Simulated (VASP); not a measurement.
# AlN (P6_3/mmc) in VASP: notebook

The runs below take AlN through single point, with PBEsol.

All numbers are computed with VASP 6.6.1; they aren't measurements. Logs are shortened: lines on timing, memory, paths and dates and some standing lists are left out, and cuts for length are marked.

## (1) The cell of the first run

The structure is hexagonal, space group P6_3/mmc (No. 194). Conventional cell: a = 3.321 Å, b = 3.321 Å, c = 4.264 Å, α = 90.00°, β = 90.00°, γ = 120.00°. Al (site symmetry -6m2) has 5 N at 1.92 to 2.13 Å within 2.5 Å. N (site symmetry -6m2) has 5 Al at 1.92 to 2.13 Å within 2.5 Å.

## (2) Single point, PBEsol

Input file INCAR:

```
SYSTEM = AlN
ALGO     = Normal         ! electronic algorithm
EDIFF    = 1E-6           ! SCF threshold, eV
ENCUT    = 520            ! plane-wave cutoff, eV
GGA      = PS             ! functional
ISIF     = 2              ! what is computed and relaxed
ISMEAR   = 0              ! smearing method
LASPH    = .TRUE.         ! aspherical terms in the spheres
LCHARG   = .FALSE.        ! write CHGCAR
LREAL    = .FALSE.        ! projectors in reciprocal space
LWAVE    = .FALSE.        ! write WAVECAR
NBANDS   = 16             ! bands
NELM     = 60             ! most SCF steps
PREC     = Accurate       ! precision mode
SIGMA    = 0.05           ! smearing width, eV
```

Input file KPOINTS:

```
k-points
0
G
  9 9 6
  0 0 0
```

Input file POSCAR:

```
AlN
1.0
    3.3212000000      0.0000000000      0.0000000000
   -1.6606000000      2.8762435710      0.0000000000
    0.0000000000      0.0000000000      4.2642000000
Al N
2 2
Direct
    0.3333333333      0.6666666667      0.7500000000
    0.6666666667      0.3333333333      0.2500000000
    0.3333333333      0.6666666667      0.2500000000
    0.6666666667      0.3333333333      0.7500000000
```

Potentials or basis: VASP PAW PBE potentials, release 64 (Al, N).

Command:

```sh
$ cat potpaw_PBE.64/Al/POTCAR potpaw_PBE.64/N/POTCAR > POTCAR
$ mpirun -np 1 vasp_std > vasp.out
```

OUTCAR:

```text
SYSTEM = AlN
   EDIFF = 1E-6
   ENCUT = 520
   GGA = PS
   ISIF = 2
   ISMEAR = 0
   LASPH = .TRUE.
   LREAL = .FALSE.
   NELM = 60
   PREC = Accurate

 ion  position               nearest neighbor table
   1  0.333  0.667  0.750-   4 1.92   4 1.92   4 1.92   3 2.13   3 2.13   2 2.87   2 2.87   2 2.87
                             2 2.87   2 2.87   2 2.87
   2  0.667  0.333  0.250-   3 1.92   3 1.92   3 1.92   4 2.13   4 2.13   1 2.87   1 2.87   1 2.87
                             1 2.87   1 2.87   1 2.87
   3  0.333  0.667  0.250-   2 1.92   2 1.92   2 1.92   1 2.13   1 2.13
   4  0.667  0.333  0.750-   1 1.92   1 1.92   1 1.92   2 2.13   2 2.13

  LATTYP: Found a hexagonal cell.
 ALAT       =     3.3212000000
 C/A-ratio  =     1.2839335180

  Lattice vectors:

 A1 = (   3.3212000000,   0.0000000000,   0.0000000000)
 A2 = (  -1.6606000000,   2.8762435710,   0.0000000000)
 A3 = (   0.0000000000,   0.0000000000,   4.2642000000)

Analysis of symmetry for initial positions (statically):
=====================================================================
 Subroutine PRICEL returns:
 Original cell was already a primitive cell.

 Routine SETGRP: Setting up the symmetry group for a
 hexagonal supercell.

 Subroutine GETGRP returns: Found 24 space group operations
 (whereof 12 operations were pure point group operations)
 out of a pool of 24 trial point group operations.

The static configuration has the point symmetry D_3d.
 The point group associated with its full space group is D_6h.

Analysis of symmetry for dynamics (positions and initial velocities):
=====================================================================
 Subroutine PRICEL returns:
 Original cell was already a primitive cell.

 Routine SETGRP: Setting up the symmetry group for a
 hexagonal supercell.

 Subroutine GETGRP returns: Found 24 space group operations
 (whereof 12 operations were pure point group operations)
 out of a pool of 24 trial point group operations.

The dynamic configuration has the point symmetry D_3d.
 The point group associated with its full space group is D_6h.

 Subroutine INISYM returns: Found 24 space group operations
 (whereof 12 operations are pure point group operations),
 and found     1 'primitive' translations

----------------------------------------------------------------------------------------

                                     Primitive cell

  volume of cell :      40.7341

  direct lattice vectors                    reciprocal lattice vectors
     3.321200000  0.000000000  0.000000000     0.301095989  0.173837851  0.000000000
    -1.660600000  2.876243571  0.000000000     0.000000000  0.347675701  0.000000000
     0.000000000  0.000000000  4.264200000     0.000000000  0.000000000  0.234510576

  length of vectors
     3.321200000  3.321200000  4.264200000     0.347675701  0.347675701  0.234510576

  position of ions in fractional coordinates (direct lattice)
     0.333333333  0.666666667  0.750000000
     0.666666667  0.333333333  0.250000000
     0.333333333  0.666666667  0.250000000
     0.666666667  0.333333333  0.750000000

  ion indices of the primitive-cell ions
   primitive index   ion index
                 1           1
                 2           2
                 3           3
                 4           4

----------------------------------------------------------------------------------------

 KPOINTS: k-points

Automatic generation of k-mesh.
 Grid dimensions read from file:
 generate k-points for:    9    9    6

 Generating k-lattice:

  Cartesian coordinates                     Fractional coordinates (reciprocal lattice)
     0.033455110  0.019315317  0.000000000     0.111111111  0.000000000  0.000000000
     0.000000000  0.038630633  0.000000000     0.000000000  0.111111111  0.000000000
     0.000000000  0.000000000  0.039085096     0.000000000  0.000000000  0.166666667

  Length of vectors
     0.038630633  0.038630633  0.039085096

  Shift w.r.t. Gamma in fractional coordinates (k-lattice)
     0.000000000  0.000000000  0.000000000

 Subroutine IBZKPT returns following result:
 ===========================================

 Found     48 irreducible k-points:

 Following reciprocal coordinates:
            Coordinates               Weight
  0.000000  0.000000  0.000000      1.000000
  0.111111 -0.000000  0.000000      6.000000
  0.222222 -0.000000  0.000000      6.000000
  0.333333 -0.000000  0.000000      6.000000
  0.444444 -0.000000  0.000000      6.000000
  0.111111  0.111111  0.000000      6.000000
[... 16 lines left out ...]
  0.333333  0.222222  0.166667     24.000000
  0.333333  0.333333  0.166667      4.000000
 [... further k-points ...]
   k-points           NKPTS =     48   k-points in BZ     NKDIM =     48   number of bands    NBANDS=     16
   number of dos      NEDOS =    301   number of ions     NIONS =      4
   total plane-waves  NPLWV =  25088
   dimension x,y,z NGX =    28 NGY =   28 NGZ =   32
   dimension x,y,z NGXF=    56 NGYF=   56 NGZF=   64
   ions per type =               2   2
   NGX,Y,Z   is equivalent  to a cutoff of  14.02, 14.02, 12.48 a.u.
   NGXF,Y,Z  is equivalent  to a cutoff of  28.03, 28.03, 24.95 a.u.
 SYSTEM =  AlN
   PREC   = accura    normal or accurate (medium, high low for compatibility)
   ISTART =      0    job   : 0-new  1-cont  2-samecut
   ICHARG =      2    charge: 1-file 2-atom 10-const
   ISPIN  =      1    spin polarized calculation?
   LNONCOLLINEAR =      F non collinear calculations
   LSORBIT =      F    spin-orbit coupling
   LASPH  =      T    aspherical Exc in radial PAW
   ENCUT  =  520.0 eV  38.22 Ry    6.18 a.u.   6.18  6.18  7.93*2*pi/ulx,y,z
   NELM   =     60;   NELMIN=  2; NELMDL= -5     # of ELM steps
   EDIFF  = 0.1E-05   stopping-criterion for ELM
   LREAL  =      F    real-space projection
   EDIFFG = 0.1E-04   stopping-criterion for IOM
   NSW    =      0    number of steps for IOM
   IBRION =     -1    ionic relax: 0-MD 1-quasi-New 2-CG
   NFREE  =      0    steps in history (QN), initial steepest desc. (CG)
   ISIF   =      2    stress and relaxation
   ISYM   =      2    0-nonsym 1-usesym 2-fastsym
   POTIM  = 0.5000    time-step for ionic-motion
   TEBEG  =    0.0;   TEEND  =   0.0 temperature during run
   PSTRESS=    0.0 pullay stress
   NELECT =      16.0000    total number of electrons
   NUPDOWN=      -1.0000    fix difference up-down
   EMIN   =  10.00;   EMAX   =-10.00  energy-range for DOS
   EFERMI =   0.00;   METHOD = LEGACY
   ISMEAR =     0;   SIGMA  =   0.05  broadening in eV -4-tet -1-fermi 0-gaus
   EFERMI_NEDOS =   21; number of points for ismear=-14 and -15
   IALGO  =     38    algorithm
   IMIX   =      4    mixing-type and parameters
     AMIX     =   0.40;   BMIX     =  1.00
     AMIX_MAG =   1.60;   BMIX_MAG =  1.00
  volume/ion in A,a.u.               =      10.18        68.72
  Fermi-wavevector in a.u.,A,eV,Ry     =   1.198934  2.265657 19.557607  1.437444
  Thomas-Fermi vector in A             =   2.334810
   LORBIT       =      0    0 simple, 1 ext, 2 COOP (PROOUT), +10 PAW based schemes
   GGA     = PS    functional components
   LHFCALC =     F    Hartree Fock is set to
   AEXX    =    0.0000 exact exchange contribution
   IVDW    =     0    specifies the selected vdW correction
   LEPSILON=     F    determine dielectric tensor
   LRPA    =     F    only Hartree local field effects (RPA)
 non-spin polarized calculation
 Gauss-broadening in eV      SIGMA  =   0.05
  energy-cutoff  :      520.00
  volume of cell :       40.73
 maximum number of plane-waves:      1120
 NGX is ok and might be reduce to    28
   NGX = 13   NGY = 13   NGZ = 15

 number of electron      15.9999999 magnetization

 Free energy of the ion-electron system (eV)
  ---------------------------------------------------
  ext. energy  EPLUGINS =         0.00000000
  ---------------------------------------------------
  free energy    TOTEN  =       -30.90076025 eV

  energy without entropy =      -30.90076025  energy(sigma->0) =      -30.90076025

 E-fermi :   7.8670     XC(G=0): -11.2503

 val. band max:        7.6561049302   @ k =   0.0000   0.0000   0.0000
 cond. band min:      10.6257470988   @ k =   0.0000   0.0000   0.0000
 fundamental gap:      2.9696421687
 Fermi energy:         7.8669806865

 k-point     1 :       0.0000    0.0000    0.0000
  band No.  band energies     occupation
      1      -8.9770      2.00000
      2      -5.5019      2.00000
      3       0.7959      2.00000
      4       4.4294      2.00000
      5       4.4294      2.00000
      6       5.9968      2.00000
[... 8 lines left out ...]
     15      18.9740      0.00000
     16      19.4210      0.00000

 k-point     2 :       0.1111   -0.0000    0.0000
  band No.  band energies     occupation
      1      -8.8374      2.00000
      2      -5.4906      2.00000
      3       0.9483      2.00000
      4       3.9109      2.00000
      5       4.2326      2.00000
      6       5.4836      2.00000
[... 8 lines left out ...]
     15      18.8295      0.00000
     16      18.9034      0.00000

 k-point     3 :       0.2222   -0.0000    0.0000
  band No.  band energies     occupation
      1      -8.4380      2.00000
      2      -5.5019      2.00000
      3       1.3930      2.00000
      4       2.7990      2.00000
      5       3.8304      2.00000
      6       4.5532      2.00000
[... 8 lines left out ...]
     15      17.8587      0.00000
     16      19.5964      0.00000
[... 362 lines left out ...]
 k-point    23 :       0.3333    0.2222    0.1667
  band No.  band energies     occupation
      1      -6.8661      2.00000
      2      -6.1022      2.00000
      3       1.1398      2.00000
      4       1.8994      2.00000
      5       2.6109      2.00000
      6       4.3827      2.00000
[... 8 lines left out ...]
     15      18.9093      0.00000
     16      20.5095      0.00000

 k-point    24 :       0.3333    0.3333    0.1667
  band No.  band energies     occupation
      1      -6.4298      2.00000
      2      -6.4298      2.00000
      3       1.1738      2.00000
      4       2.0870      2.00000
      5       2.0870      2.00000
      6       4.5172      2.00000
[... 8 lines left out ...]
     15      18.5340      0.00000
     16      20.2390      0.00000

 [... further k-points ...]

------------------------ aborting loop because EDIFF is reached ----------------------------------------

  FORCE on cell =-STRESS in cart. coord.  units (eV):
  Direction    XX          YY          ZZ          XY          YZ          ZX
  --------------------------------------------------------------------------------------
  -------------------------------------------------------------------------------------
  Total       -1.7392001     -1.7392001     -2.3071830      0.0000000      0.0000000      0.0000000
  in kB      -68.4072090    -68.4072090    -90.7474376      0.0000000      0.0000000      0.0000000
  external PRESSURE =     -75.8539519 kB  Pullay stress =       0.0000000 kB

 VOLUME and BASIS-vectors are now :
 -----------------------------------------------------------------------------
  energy-cutoff  :      520.00
  volume of cell :       40.73
      direct lattice vectors                 reciprocal lattice vectors
     3.321200000  0.000000000  0.000000000     0.301095989  0.173837851  0.000000000
    -1.660600000  2.876243571  0.000000000     0.000000000  0.347675701  0.000000000
     0.000000000  0.000000000  4.264200000     0.000000000  0.000000000  0.234510576

 POSITION                                       TOTAL-FORCE (eV/Angst)
 -----------------------------------------------------------------------------------
     -0.00000      1.91750      3.19815         0.000000      0.000000      0.000000
      1.66060      0.95875      1.06605        -0.000000     -0.000000      0.000000
     -0.00000      1.91750      1.06605         0.000000     -0.000000      0.000000
      1.66060      0.95875      3.19815         0.000000     -0.000000      0.000000
 -----------------------------------------------------------------------------------
    total drift:                               -0.000000      0.000000      0.000000

  FREE ENERGIE OF THE ION-ELECTRON SYSTEM (eV)
  ---------------------------------------------------
  free  energy   TOTEN  =       -30.9007602534 eV

  energy  without entropy=      -30.9007602534  energy(sigma->0) =      -30.90076025
```

Run time: 20 s. Hardware: 1 thread of Intel Xeon 6975P-C, shared host; peak memory 0.17 GiB.

What came out:

* Free energy: -30.9008 eV
* Pressure: -7.6 GPa
* Band gap on the k mesh: 2.97 eV, direct

Caveat: the PAW data sets were made with another functional, which shifts forces and pressure a little. A hybrid or GW would open this gap; PBEsol tends to underestimate it.

## (3) Single point, PBEsol

This run uses another cell than the first one, of 10.14 Å³/atom, 0.995 times its volume.

Input file INCAR:

```
  PREC = Accurate
  ENCUT = 520
  EDIFF = 1E-7
  ISMEAR = 0
  SIGMA = 0.05
  LREAL = F
  LASPH = T
  NELM = 80
  ALGO = Normal
  ISIF = 2
  LWAVE = F
  LCHARG = F
  GGA = PS
  NBANDS = 16
```

Input file KPOINTS:

```
Automatic mesh
0
Gamma
  9 9 6
```

Input file POSCAR:

```
AlN
1.0
    3.2816000000      0.0000000000      0.0000000000
   -1.6408000000      2.8419489650      0.0000000000
    0.0000000000      0.0000000000      4.3470000000
Al N
2 2
Direct
    0.3333333333      0.6666666667      0.7500000000
    0.6666666667      0.3333333333      0.2500000000
    0.3333333333      0.6666666667      0.2500000000
    0.6666666667      0.3333333333      0.7500000000
```

Potentials or basis: VASP PAW PBE potentials, release 64 (Al, N).

Command:

```sh
$ cat potpaw_PBE.64/Al/POTCAR potpaw_PBE.64/N/POTCAR > POTCAR
$ mpirun -np 1 vasp_std > vasp.out
```

Wall time 13 s (1 thread of Intel Xeon 6975P-C, shared host); peak memory 0.16 GiB.

Results (log left out):

```yaml
Free_energy: -30.8835 eV
Pressure: -5.2 GPa
Band_gap_on_the_k_mesh: 2.93 eV, direct
```

Stress tensor (GPa, compression positive):
```
 -2.81   0.00   0.00
  0.00  -2.81   0.00
  0.00   0.00 -10.08
```

Levels at points of the mesh, in eV from the valence-band top:
| k point | band 4 | band 5 | band 6 | band 7 | band 8 | band 9 | band 10 | band 11 | band 12 | band 13 |
| --- | --- | --- | --- | --- | --- | --- | --- | --- | --- | --- |
| (0.00, 0.00, 0.00) | -3.25 | -3.25 | -1.83 | -1.83 | 0.00 | 2.93 | 4.27 | 8.17 | 8.17 | 10.86 |
| (0.00, 0.00, 0.50) | -3.86 | -2.57 | -2.57 | -2.57 | -2.57 | 5.34 | 5.34 | 8.42 | 8.42 | 8.42 |

Caveat: the PAW data sets were made with another functional, which shifts forces and pressure a little.
